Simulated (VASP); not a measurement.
# EuO (u2) (Fm-3m) in VASP: further runs

The runs below take EuO (u2) through single point, relaxation of cell and atoms, with PBE+U.

Everything below comes from runs of VASP 6.6.1. Logs are shortened: lines on timing, memory, paths and dates and some standing lists are left out, and cuts for length are marked.

**1. The cell of the first run**

Symmetry: Fm-3m, No. 225, cubic system. The conventional cell has a = 5.176 Å, b = 5.176 Å, c = 5.176 Å, α = 90.00°, β = 90.00°, γ = 90.00°. Within 3.4 Å of Eu (site symmetry m-3m) lie 6 O at 2.59 Å. Within 3.4 Å of O (site symmetry m-3m) lie 6 Eu at 2.59 Å.

**2. Single point, PBE+U, collinear spin, ferromagnetic start**

File INCAR:

```
  PREC = Accurate
  ENCUT = 600
  EDIFF = 1E-6
  ISMEAR = 0
  SIGMA = 0.01
  LREAL = False
  LASPH = True
  NELM = 200
  ALGO = Normal
  ISIF = 2
  LWAVE = False
  LCHARG = False
  ISPIN = 2
  MAGMOM = 7.43 0
  LORBIT = 11
  LMAXMIX = 6
  LDAU = True
  LDAUTYPE = 2
  LDAUL = 3 -1
  LDAUU = 6 0
  LDAUJ = 0 0
  LDAUPRINT = 1
  GGA = PE
  NBANDS = 22
  GGA_COMPAT = False
```

File KPOINTS:

```
Automatic mesh
0
Gamma
  12 12 12
```

File POSCAR:

```
EuO
1.0
    0.0000000000      2.5881697498      2.5881697498
    2.5881697498      0.0000000000      2.5881697498
    2.5881697498      2.5881697498      0.0000000000
Eu O
1 1
Direct
    0.0000000000      0.0000000000      0.0000000000
    0.5000000000      0.5000000000      0.5000000000
```

Potentials or basis: VASP PAW PBE potentials, release 64 (Eu, O).

On the command line:

```bash
> cat potpaw_PBE.64/Eu/POTCAR potpaw_PBE.64/O/POTCAR > POTCAR
> mpirun -np 1 vasp_std > vasp.out
```

OUTCAR:

```text
PREC = Accurate
   ENCUT = 600
   EDIFF = 1E-6
   ISMEAR = 0
   LREAL = False
   LASPH = True
   NELM = 200
   ISIF = 2
   ISPIN = 2
   LORBIT = 11
   GGA = PE

 ion  position               nearest neighbor table
   1  0.000  0.000  0.000-   2 2.59   2 2.59   2 2.59   2 2.59   2 2.59   2 2.59
   2  0.500  0.500  0.500-   1 2.59   1 2.59   1 2.59   1 2.59   1 2.59   1 2.59

  LATTYP: Found a face centered cubic cell.
 ALAT       =     5.1763394996

  Lattice vectors:

 A1 = (   0.0000000000,   2.5881697498,   2.5881697498)
 A2 = (   2.5881697498,   0.0000000000,   2.5881697498)
 A3 = (   2.5881697498,   2.5881697498,   0.0000000000)

Analysis of symmetry for initial positions (statically):
=====================================================================
 Subroutine PRICEL returns:
 Original cell was already a primitive cell.

 Routine SETGRP: Setting up the symmetry group for a
 face centered cubic supercell.

 Subroutine GETGRP returns: Found 48 space group operations
 (whereof 48 operations were pure point group operations)
 out of a pool of 48 trial point group operations.

The static configuration has the point symmetry O_h .

Analysis of symmetry for dynamics (positions and initial velocities):
=====================================================================
 Subroutine PRICEL returns:
 Original cell was already a primitive cell.

 Routine SETGRP: Setting up the symmetry group for a
 face centered cubic supercell.

 Subroutine GETGRP returns: Found 48 space group operations
 (whereof 48 operations were pure point group operations)
 out of a pool of 48 trial point group operations.

The dynamic configuration has the point symmetry O_h .

Analysis of structural, dynamic, and magnetic symmetry:
=====================================================================
 Subroutine PRICEL returns:
 Original cell was already a primitive cell.

 Routine SETGRP: Setting up the symmetry group for a
 face centered cubic supercell.

 Subroutine GETGRP returns: Found 48 space group operations
 (whereof 48 operations were pure point group operations)
 out of a pool of 48 trial point group operations.

The overall configuration has the point symmetry O_h .

 Subroutine INISYM returns: Found 48 space group operations
 (whereof 48 operations are pure point group operations),
 and found     1 'primitive' translations

----------------------------------------------------------------------------------------

                                     Primitive cell

  volume of cell :      34.6743

  direct lattice vectors                    reciprocal lattice vectors
     0.000000000  2.588169750  2.588169750    -0.193186710  0.193186710  0.193186710
     2.588169750  0.000000000  2.588169750     0.193186710 -0.193186710  0.193186710
     2.588169750  2.588169750  0.000000000     0.193186710  0.193186710 -0.193186710

  length of vectors
     3.660224762  3.660224762  3.660224762     0.334609198  0.334609198  0.334609198

  position of ions in fractional coordinates (direct lattice)
     0.000000000  0.000000000  0.000000000
     0.500000000  0.500000000  0.500000000

  ion indices of the primitive-cell ions
   primitive index   ion index
[... 112 lines left out ...]
  volume of cell :       34.67
 maximum number of plane-waves:      1185
 NGX is ok and might be reduce to    30
   NGX = 15   NGY = 15   NGZ = 15

atom =   1  type =  1  l = 3

 onsite density matrix

spin component  1

  0.9746  0.0000 -0.0007 -0.0000  0.0000  0.0000 -0.0000
  0.0000  0.9642  0.0000  0.0000 -0.0000  0.0000 -0.0000
 -0.0007  0.0000  0.9750 -0.0000 -0.0000 -0.0000  0.0000
 -0.0000  0.0000 -0.0000  0.9741 -0.0000  0.0000  0.0000
  0.0000 -0.0000 -0.0000 -0.0000  0.9750  0.0000  0.0007
  0.0000  0.0000 -0.0000  0.0000  0.0000  0.9755  0.0000
 -0.0000 -0.0000  0.0000  0.0000  0.0007  0.0000  0.9746

spin component  2

  0.0031 -0.0000  0.0015 -0.0000 -0.0000 -0.0000  0.0000
 -0.0000  0.0000 -0.0000 -0.0000  0.0000 -0.0000  0.0000
  0.0015 -0.0000  0.0024  0.0000 -0.0000  0.0000 -0.0000
 -0.0000 -0.0000  0.0000  0.0043  0.0000  0.0000  0.0000
 -0.0000  0.0000 -0.0000  0.0000  0.0024 -0.0000 -0.0015
 -0.0000 -0.0000  0.0000  0.0000 -0.0000  0.0012 -0.0000
  0.0000  0.0000 -0.0000  0.0000 -0.0015 -0.0000  0.0031

 occupancies and eigenvectors

  o =  0.0000  v =  0.0000  0.0000  0.0000  0.0000  0.0000  0.0000  0.0000  0.0000  1.0000  0.0000  0.0000 -0.0000  0.0000 -0.0000      0.0000  0.0000  0.0000  0.0000  0.0000  0.0000  0.0000  0.0000  0.0000  0.0000  0.0000  0.0000  0.0000  0.0000
  o =  0.0012  v =  0.0000  0.0000  0.0000  0.0000  0.0000  0.0000  0.0000  0.6124 -0.0000 -0.7905  0.0000 -0.0061  0.0033 -0.0047      0.0000  0.0000  0.0000  0.0000  0.0000  0.0000  0.0000  0.0000  0.0000  0.0000  0.0000  0.0000  0.0000  0.0000
  o =  0.0012  v =  0.0000  0.0000  0.0000  0.0000  0.0000  0.0000  0.0000  0.0047  0.0000 -0.0061 -0.0000  0.7905  0.0017  0.6124      0.0000  0.0000  0.0000  0.0000  0.0000  0.0000  0.0000  0.0000  0.0000  0.0000  0.0000  0.0000  0.0000  0.0000
  o =  0.0012  v =  0.0000  0.0000  0.0000  0.0000  0.0000  0.0000  0.0000  0.0020  0.0000 -0.0026  0.0000  0.0013 -1.0000  0.0010      0.0000  0.0000  0.0000  0.0000  0.0000  0.0000  0.0000  0.0000  0.0000  0.0000  0.0000  0.0000  0.0000  0.0000
  o =  0.0043  v =  0.0000  0.0000  0.0000  0.0000  0.0000  0.0000  0.0000 -0.0002 -0.0000 -0.0002  1.0000  0.0000  0.0000 -0.0000      0.0000  0.0000  0.0000  0.0000  0.0000  0.0000  0.0000  0.0000  0.0000  0.0000  0.0000  0.0000  0.0000  0.0000
  o =  0.0043  v =  0.0000  0.0000  0.0000  0.0000  0.0000  0.0000  0.0000 -0.7906  0.0000 -0.6124 -0.0003 -0.0013 -0.0000  0.0017      0.0000  0.0000  0.0000  0.0000  0.0000  0.0000  0.0000  0.0000  0.0000  0.0000  0.0000  0.0000  0.0000  0.0000
  o =  0.0043  v =  0.0000  0.0000  0.0000  0.0000  0.0000  0.0000  0.0000 -0.0017  0.0000 -0.0013 -0.0001  0.6124  0.0000 -0.7906      0.0000  0.0000  0.0000  0.0000  0.0000  0.0000  0.0000  0.0000  0.0000  0.0000  0.0000  0.0000  0.0000  0.0000
  o =  0.9642  v = -0.0000  1.0000 -0.0000  0.0000  0.0000 -0.0000  0.0000  0.0000  0.0000  0.0000  0.0000  0.0000  0.0000  0.0000      0.0000  0.0000  0.0000  0.0000  0.0000  0.0000  0.0000  0.0000  0.0000  0.0000  0.0000  0.0000  0.0000  0.0000
  o =  0.9741  v =  0.0003  0.0000  0.0003 -0.0560 -0.6114 -0.0000  0.7893  0.0000  0.0000  0.0000  0.0000  0.0000  0.0000  0.0000      0.0000  0.0000  0.0000  0.0000  0.0000  0.0000  0.0000  0.0000  0.0000  0.0000  0.0000  0.0000  0.0000  0.0000
  o =  0.9741  v =  0.7906  0.0000  0.6124  0.0051  0.0001  0.0000 -0.0001  0.0000  0.0000  0.0000  0.0000  0.0000  0.0000  0.0000      0.0000  0.0000  0.0000  0.0000  0.0000  0.0000  0.0000  0.0000  0.0000  0.0000  0.0000  0.0000  0.0000  0.0000
  o =  0.9741  v =  0.0040  0.0000  0.0031 -0.9984  0.0343 -0.0000 -0.0443  0.0000  0.0000  0.0000  0.0000  0.0000  0.0000  0.0000      0.0000  0.0000  0.0000  0.0000  0.0000  0.0000  0.0000  0.0000  0.0000  0.0000  0.0000  0.0000  0.0000  0.0000
  o =  0.9755  v =  0.0013 -0.0000 -0.0017  0.0000  0.0038 -1.0000  0.0030  0.0000  0.0000  0.0000  0.0000  0.0000  0.0000  0.0000      0.0000  0.0000  0.0000  0.0000  0.0000  0.0000  0.0000  0.0000  0.0000  0.0000  0.0000  0.0000  0.0000  0.0000
  o =  0.9755  v =  0.0372 -0.0000 -0.0480 -0.0000  0.7891  0.0050  0.6112  0.0000  0.0000  0.0000  0.0000  0.0000  0.0000  0.0000      0.0000  0.0000  0.0000  0.0000  0.0000  0.0000  0.0000  0.0000  0.0000  0.0000  0.0000  0.0000  0.0000  0.0000
  o =  0.9755  v =  0.6112 -0.0000 -0.7891  0.0000 -0.0480  0.0018 -0.0372  0.0000  0.0000  0.0000  0.0000  0.0000  0.0000  0.0000      0.0000  0.0000  0.0000  0.0000  0.0000  0.0000  0.0000  0.0000  0.0000  0.0000  0.0000  0.0000  0.0000  0.0000

 number of electron      22.9999998 magnetization       7.0000046

 Free energy of the ion-electron system (eV)
  ---------------------------------------------------
  ext. energy  EPLUGINS =         0.00000000
  ---------------------------------------------------
  free energy    TOTEN  =       -21.13563699 eV

  energy without entropy =      -21.13563699  energy(sigma->0) =      -21.13563699

 E-fermi :   3.5485     XC(G=0): -10.6540

 val. band max:        3.5161476324   @ k =   0.0000   0.0000   0.0000
 cond. band min:       3.5807870498   @ k =   0.5000   0.5000   0.0000
 fundamental gap:      0.0646394174
 Fermi energy:         3.5484684588

 spin component 1

 k-point     1 :       0.0000    0.0000    0.0000
  band No.  band energies     occupation
      1     -36.1438      1.00000
      2     -14.7368      1.00000
      3     -14.7368      1.00000
      4     -14.7368      1.00000
      5     -14.0203      1.00000
      6       0.5936      1.00000
[... 1193 lines left out ...]
     21      14.8538      0.00000
     22      15.8804      0.00000

 [... further k-points ...]

------------------------ aborting loop because EDIFF is reached ----------------------------------------

  FORCE on cell =-STRESS in cart. coord.  units (eV):
  Direction    XX          YY          ZZ          XY          YZ          ZX
  --------------------------------------------------------------------------------------
  -------------------------------------------------------------------------------------
  Total       -0.0808366     -0.0808366     -0.0808366      0.0000000     -0.0000000      0.0000000
  in kB       -3.7351682     -3.7351682     -3.7351682      0.0000000     -0.0000000      0.0000000
  external PRESSURE =      -3.7351682 kB  Pullay stress =       0.0000000 kB

 VOLUME and BASIS-vectors are now :
 -----------------------------------------------------------------------------
  energy-cutoff  :      600.00
  volume of cell :       34.67
      direct lattice vectors                 reciprocal lattice vectors
     0.000000000  2.588169750  2.588169750    -0.193186710  0.193186710  0.193186710
     2.588169750  0.000000000  2.588169750     0.193186710 -0.193186710  0.193186710
     2.588169750  2.588169750  0.000000000     0.193186710  0.193186710 -0.193186710

 POSITION                                       TOTAL-FORCE (eV/Angst)
 -----------------------------------------------------------------------------------
      0.00000      0.00000      0.00000        -0.000000      0.000000      0.000000
      2.58817      2.58817      2.58817         0.000000     -0.000000     -0.000000
 -----------------------------------------------------------------------------------
    total drift:                                0.000000      0.000000      0.000000

  FREE ENERGIE OF THE ION-ELECTRON SYSTEM (eV)
  ---------------------------------------------------
  free  energy   TOTEN  =       -21.1356369905 eV

  energy  without entropy=      -21.1356369902  energy(sigma->0) =      -21.13563699

 total charge

# of ion       s       p       d       f       tot
--------------------------------------------------
    1        2.032   5.800   0.291   6.821  14.944
    2        1.551   3.401   0.000   0.000   4.952
--------------------------------------------------
tot          3.583   9.201   0.291   6.821  19.896

 magnetization (x)

# of ion       s       p       d       f       tot
--------------------------------------------------
    1       -0.014  -0.114   0.067   6.790   6.728
    2       -0.004  -0.087   0.000   0.000  -0.092
--------------------------------------------------
tot         -0.019  -0.201   0.067   6.790   6.636
```

Wall time 93 s (1 thread of Intel Xeon 6975P-C (Granite Rapids), shared host); peak memory 0.28 GiB.

What came out:

* Free energy: -21.1356 eV
* Pressure: -0.4 GPa
* Band gap on the k mesh: 0.06 eV, indirect (least direct gap 0.23 eV)
* Net moment: 7.00 μB per cell
* Site moments: Eu +6.73; O -0.09 μB
* Valence electrons inside the program's atomic spheres: Eu 14.94; O 4.95

Levels at points of the mesh, in eV from the valence-band top:
Spin up:
```
           k point  band 12  band 13  band 14  band 15  band 16  band 17  band 18  band 19
(0.00, 0.00, 0.00)    -0.48     0.00     0.00     0.00     0.85     2.97     2.97     2.97
(0.50, 0.00, 0.00)    -0.52    -0.52    -0.48    -0.47     3.51     5.64     5.64     5.92
(0.50, 0.50, 0.00)    -0.59    -0.48    -0.16    -0.16     0.06     4.61     7.02     7.74
```
Spin down:
| k point | band 4 | band 5 | band 6 | band 7 | band 8 | band 9 | band 10 | band 11 | band 12 | band 13 |
| --- | --- | --- | --- | --- | --- | --- | --- | --- | --- | --- |
| (0.00, 0.00, 0.00) | -15.93 | -15.93 | -2.55 | -2.55 | -2.55 | 1.62 | 3.92 | 3.92 | 3.92 | 6.25 |
| (0.50, 0.00, 0.00) | -16.03 | -14.98 | -4.60 | -3.66 | -3.66 | 4.13 | 6.32 | 6.67 | 6.67 | 9.14 |
| (0.50, 0.50, 0.00) | -16.36 | -16.36 | -2.66 | -2.52 | -2.52 | 0.91 | 5.48 | 7.78 | 8.25 | 9.31 |

Eigenvalues of the final occupation matrices:
```tsv
site	spin	trace	eigenvalues
site 1 f	1	6.81	0.96 0.97 0.97 0.97 0.98 0.98 0.98
site 1 f	2	0.02	0.00 0.00 0.00 0.00 0.00 0.00 0.00
```

Caveat: spin-orbit coupling is left out, which moves the levels of the heavy elements; a cell with one magnetic atom can't hold antiferromagnetic order, which such compounds often take. A k mesh can miss the band edges.

(Part 1 of 2 ends here.)
